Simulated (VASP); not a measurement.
# ScAl2As3 (P-4m2) in VASP: notebook

ScAl2As3 is run at these levels: PBE; tasks: single point.

Everything below comes from runs of VASP 6.6.1. Logs are shortened: lines on timing, memory, paths and dates and some standing lists are left out, and cuts for length are marked.

## (1) The cell of the first run

Symmetry: P-4m2, No. 115, tetragonal system. The conventional cell has a = 3.822 Å, b = 3.822 Å, c = 7.730 Å, α = 90.00°, β = 90.00°, γ = 90.00°. Sc (site symmetry -4m2) has 8 As at 2.70 to 3.19 Å and 4 Al at 3.18 Å within 3.6 Å. Within 3.5 Å of Al (site symmetry 2mm) lie 7 As at 2.63 to 3.18 Å and 2 Sc at 3.18 Å. As (site symmetry 2mm) has 5 Al at 2.63 to 2.70 Å and 2 Sc at 3.19 Å and 2 As at 3.19 Å within 3.5 Å. As (site symmetry -4m2) has 4 Sc at 2.70 Å and 4 Al at 3.18 Å and 4 As at 3.19 Å within 3.6 Å.

## (2) Single point, PBE

The input, INCAR:

```
  ALGO = Normal
  EDIFF = 1E-6
  ENCUT = 520
  GGA = PE
  ISIF = 2
  ISMEAR = 0
  LASPH = True
  LCHARG = True
  LELF = True
  LREAL = False
  LVHAR = True
  LWAVE = False
  NBANDS = 25
  NELM = 80
  PREC = Accurate
  SIGMA = 0.1
```

The input, KPOINTS:

```
k-points
0
Gamma
  4 4 2
```

The input, POSCAR:

```
ScAl2As3
1.0
    3.8217085420      0.0000000000      0.0000000000
    0.0000000000      3.8217085420      0.0000000000
    0.0000000000      0.0000000000      7.7302276572
Sc Al As
1 2 3
Direct
    0.5000000000      0.5000000000      0.0000000000
    0.5000000000      0.0000000000      0.6709879925
    0.0000000000      0.5000000000      0.3290120075
    0.5000000000      0.0000000000      0.3310382068
    0.0000000000      0.5000000000      0.6689617932
    0.0000000000      0.0000000000      0.0000000000
```

Potentials or basis: VASP PAW PBE potentials, release 64 (Sc_sv, Al, As).

Run with:

```bash
$ cat potpaw_PBE.64/Sc_sv/POTCAR potpaw_PBE.64/Al/POTCAR potpaw_PBE.64/As/POTCAR > POTCAR
$ mpirun -np 1 vasp_std > vasp.out
```

OUTCAR:

```text
EDIFF = 1E-6
   ENCUT = 520
   GGA = PE
   ISIF = 2
   ISMEAR = 0
   LASPH = True
   LREAL = False
   NELM = 80
   PREC = Accurate

 ion  position               nearest neighbor table
   1  0.500  0.500  0.000-   6 2.70   6 2.70   6 2.70   6 2.70   3 3.18   3 3.18   2 3.18   2 3.18

   2  0.500  0.000  0.671-   4 2.63   5 2.70   5 2.70   5 2.70   5 2.70   1 3.18   1 3.18
   3  0.000  0.500  0.329-   5 2.63   4 2.70   4 2.70   4 2.70   4 2.70   1 3.18   1 3.18
   4  0.500  0.000  0.331-   2 2.63   3 2.70   3 2.70   3 2.70   3 2.70
   5  0.000  0.500  0.669-   3 2.63   2 2.70   2 2.70   2 2.70   2 2.70
   6  0.000  0.000  0.000-   1 2.70   1 2.70   1 2.70   1 2.70

  LATTYP: Found a simple tetragonal cell.
 ALAT       =     3.8217085420
 C/A-ratio  =     2.0227151213

  Lattice vectors:

 A1 = (   3.8217085420,   0.0000000000,   0.0000000000)
 A2 = (   0.0000000000,   3.8217085420,   0.0000000000)
 A3 = (   0.0000000000,   0.0000000000,   7.7302276572)

Analysis of symmetry for initial positions (statically):
=====================================================================
 Subroutine PRICEL returns:
 Original cell was already a primitive cell.

 Routine SETGRP: Setting up the symmetry group for a
 simple tetragonal supercell.

 Subroutine GETGRP returns: Found  8 space group operations
 (whereof  8 operations were pure point group operations)
 out of a pool of 16 trial point group operations.

The static configuration has the point symmetry D_2d.

Analysis of symmetry for dynamics (positions and initial velocities):
=====================================================================
 Subroutine PRICEL returns:
 Original cell was already a primitive cell.

 Routine SETGRP: Setting up the symmetry group for a
 simple tetragonal supercell.

 Subroutine GETGRP returns: Found  8 space group operations
 (whereof  8 operations were pure point group operations)
 out of a pool of 16 trial point group operations.

The dynamic configuration has the point symmetry D_2d.

 Subroutine INISYM returns: Found  8 space group operations
 (whereof  8 operations are pure point group operations),
 and found     1 'primitive' translations

----------------------------------------------------------------------------------------

                                     Primitive cell
[... 85 lines left out ...]
   NELM   =     80;   NELMIN=  2; NELMDL= -5     # of ELM steps
   EDIFF  = 0.1E-05   stopping-criterion for ELM
   LREAL  =      F    real-space projection
   EDIFFG = 0.1E-04   stopping-criterion for IOM
   NSW    =      0    number of steps for IOM
   IBRION =     -1    ionic relax: 0-MD 1-quasi-New 2-CG
   NFREE  =      0    steps in history (QN), initial steepest desc. (CG)
   ISIF   =      2    stress and relaxation
   ISYM   =      2    0-nonsym 1-usesym 2-fastsym
   POTIM  = 0.5000    time-step for ionic-motion
   TEBEG  =    0.0;   TEEND  =   0.0 temperature during run
   PSTRESS=    0.0 pullay stress
   NELECT =      32.0000    total number of electrons
   NUPDOWN=      -1.0000    fix difference up-down
   EMIN   =  10.00;   EMAX   =-10.00  energy-range for DOS
   EFERMI =   0.00;   METHOD = LEGACY
   ISMEAR =     0;   SIGMA  =   0.10  broadening in eV -4-tet -1-fermi 0-gaus
   EFERMI_NEDOS =   21; number of points for ismear=-14 and -15
   IALGO  =     38    algorithm
   IMIX   =      4    mixing-type and parameters
     AMIX     =   0.40;   BMIX     =  1.00
     AMIX_MAG =   1.60;   BMIX_MAG =  1.00
  volume/ion in A,a.u.               =      18.82       126.99
  Fermi-wavevector in a.u.,A,eV,Ry     =   1.075364  2.032144 15.733896  1.156409
  Thomas-Fermi vector in A             =   2.211219
   LORBIT       =      0    0 simple, 1 ext, 2 COOP (PROOUT), +10 PAW based schemes
   GGA     = PE    functional components
   LHFCALC =     F    Hartree Fock is set to
   AEXX    =    0.0000 exact exchange contribution
   IVDW    =     0    specifies the selected vdW correction
   LEPSILON=     F    determine dielectric tensor
   LRPA    =     F    only Hartree local field effects (RPA)
 non-spin polarized calculation
 Gauss-broadening in eV      SIGMA  =   0.10
  energy-cutoff  :      520.00
  volume of cell :      112.90
 maximum number of plane-waves:      3054
   NGX = 15   NGY = 15   NGZ = 29

 number of electron      31.9999999 magnetization

 Free energy of the ion-electron system (eV)
  ---------------------------------------------------
  ext. energy  EPLUGINS =         0.00000000
  ---------------------------------------------------
  free energy    TOTEN  =       -29.98439554 eV

  energy without entropy =      -29.97188169  energy(sigma->0) =      -29.97813861

 E-fermi :   6.5267     XC(G=0): -10.3945

 val. band max:        6.4488760442   @ k =   0.5000   0.2500   0.0000
 cond. band min:       6.5576683006   @ k =   0.2500   0.2500   0.5000
 fundamental gap:      0.1087922564
 Fermi energy:         6.5266613018

 k-point     1 :       0.0000    0.0000    0.0000
  band No.  band energies     occupation
      1     -43.3226      2.00000
      2     -22.0389      2.00000
      3     -21.9449      2.00000
      4     -21.9449      2.00000
      5      -6.8123      2.00000
      6      -5.0007      2.00000
[... 325 lines left out ...]
     24       9.5762      0.00000
     25       9.6834      0.00000

------------------------ aborting loop because EDIFF is reached ----------------------------------------

  FORCE on cell =-STRESS in cart. coord.  units (eV):
  Direction    XX          YY          ZZ          XY          YZ          ZX
  --------------------------------------------------------------------------------------
  -------------------------------------------------------------------------------------
  Total        0.2484632      0.2484632      0.2219536      0.0000000      0.0000000      0.0000000
  in kB        3.5258611      3.5258611      3.1496722      0.0000000      0.0000000      0.0000000
  external PRESSURE =       3.4004648 kB  Pullay stress =       0.0000000 kB

 VOLUME and BASIS-vectors are now :
 -----------------------------------------------------------------------------
  energy-cutoff  :      520.00
  volume of cell :      112.90
      direct lattice vectors                 reciprocal lattice vectors
     3.821708542  0.000000000  0.000000000     0.261663073  0.000000000  0.000000000
     0.000000000  3.821708542  0.000000000     0.000000000  0.261663073  0.000000000
     0.000000000  0.000000000  7.730227657     0.000000000  0.000000000  0.129362296

 POSITION                                       TOTAL-FORCE (eV/Angst)
 -----------------------------------------------------------------------------------
      1.91085      1.91085      0.00000         0.000000      0.000000      0.000000
      1.91085      0.00000      5.18689         0.000000     -0.000000      0.005696
      0.00000      1.91085      2.54334         0.000000     -0.000000     -0.005696
      1.91085      0.00000      2.55900        -0.000000     -0.000000      0.014572
      0.00000      1.91085      5.17123         0.000000     -0.000000     -0.014572
      0.00000      0.00000      0.00000         0.000000     -0.000000      0.000000
 -----------------------------------------------------------------------------------
    total drift:                                0.000000      0.000000     -0.000000

  FREE ENERGIE OF THE ION-ELECTRON SYSTEM (eV)
  ---------------------------------------------------
  free  energy   TOTEN  =       -29.9843955389 eV

  energy  without entropy=      -29.9718816853  energy(sigma->0) =      -29.97813861
```

stdout:

```text
POSCAR found type information on POSCAR ScAlAs
 POSCAR found :  3 types and       6 ions
 scaLAPACK will be used
 LDA part: xc-table for (Slater+PW92), standard interpolation
 POSCAR, INCAR and KPOINTS ok, starting setup
 FFT: planning ... GRIDC
 FFT: planning ... GRID_SOFT
 FFT: planning ... GRID
 WAVECAR not read
 entering main loop
```

It took 39 s on 1 thread of Intel Xeon Platinum 8259CL at 2.50GHz (Skylake/Cascade Lake), shared host; peak memory 0.21 GiB.

What came out:

| Quantity | Value |
| --- | --- |
| Free energy | -29.9844 eV |
| Pressure | 0.3 GPa |
| Largest force | 0.015 eV/Å |
| Band gap on the k mesh | zero (band 16 reaches 7.32 eV, above the bottom of band 17 at 4.69 eV) |

Forces in eV/Å, atoms in the order of the input:
```
Sc   0.000  0.000  0.000
Al   0.000  0.000  0.006
Al   0.000  0.000 -0.006
As   0.000  0.000  0.015
As   0.000  0.000 -0.015
As   0.000  0.000  0.000
```

Caveat: the k points lie up to 0.41 Å⁻¹ apart.

## (3) Single point, PBE

This run uses another cell than the first one, of 19.95 Å³/atom, 1.060 times its volume.

The input, INCAR:

```
PREC = Accurate ; ENCUT = 520
EDIFF = 1E-7 ; ISMEAR = 0
SIGMA = 0.1 ; LREAL = F
LASPH = T ; NELM = 100
ALGO = Normal ; ISIF = 2
LWAVE = F ; LCHARG = F
GGA = PE ; NBANDS = 25
```

The input, KPOINTS:

```
Automatic mesh
0
Gamma
  4 4 2
```

The input, POSCAR:

```
ScAl2As3
1.0
    3.7858455200      0.0000000000      0.0000000000
    0.0000000000      3.7858455200      0.0000000000
    0.0000000000      0.0000000000      8.3519361100
Sc Al As
1 2 3
Direct
    0.5000000000      0.5000000000      0.0000000000
    0.5000000000      0.0000000000      0.7391930200
    0.0000000000      0.5000000000      0.2608069800
    0.5000000000      0.0000000000      0.3837740100
    0.0000000000      0.5000000000      0.6162259900
    0.0000000000      0.0000000000      0.0000000000
```

Potentials or basis: VASP PAW PBE potentials, release 64 (Sc_sv, Al, As).

Run with:

```bash
$ cat potpaw_PBE.64/Sc_sv/POTCAR potpaw_PBE.64/Al/POTCAR potpaw_PBE.64/As/POTCAR > POTCAR
$ mpirun -np 1 vasp_std > vasp.out
```

Run time: 46 s. Hardware: 1 thread of Intel Xeon Platinum 8259CL at 2.50GHz (Skylake/Cascade Lake), shared host; peak memory 0.22 GiB.

It converged, with:

- Free energy: -28.6861 eV
- Pressure: -2.8 GPa
- Largest force: 1.580 eV/Å
- Band gap on the k mesh: zero (band 16 reaches 6.24 eV, above the bottom of band 17 at 4.08 eV)

Forces on the atoms (eV/Å):
```
Sc   0.000  0.000  0.000
Al   0.000  0.000 -1.580
Al   0.000  0.000  1.580
As   0.000  0.000 -0.492
As   0.000  0.000  0.492
As   0.000  0.000  0.000
```

Stress tensor (GPa, compression positive):
```
-1.68  0.00  0.00
 0.00 -1.68  0.00
 0.00  0.00 -4.91
```

Levels at points of the mesh, in eV from the Fermi level:
```csv
k point,band 12,band 13,band 14,band 15,band 16,band 17,band 18,band 19,band 20,band 21
"(0.00, 0.00, 0.00)",-1.59,-0.90,-0.78,-0.78,-0.55,-0.44,-0.44,1.44,1.81,1.81
"(0.50, 0.00, 0.00)",-2.71,-1.70,-1.35,-0.02,0.10,0.22,1.17,2.04,2.32,2.48
"(0.50, 0.50, 0.00)",-4.02,-3.31,-3.31,-3.03,-0.25,-0.02,0.21,0.21,1.13,1.13
"(0.00, 0.00, 0.50)",-1.86,-1.48,-1.48,-0.18,0.36,0.62,0.62,1.17,1.17,1.27
"(0.50, 0.00, 0.50)",-2.70,-2.52,-0.09,0.05,0.28,0.43,1.38,1.80,2.17,2.61
"(0.50, 0.50, 0.50)",-3.40,-2.57,-2.26,-2.26,-1.92,-1.69,-1.69,1.63,1.67,2.52
```

Caveat: the k points lie up to 0.41 Å⁻¹ apart; forces of over 1 eV/Å act on the atoms, so gaps and moduli don't describe the material at rest.
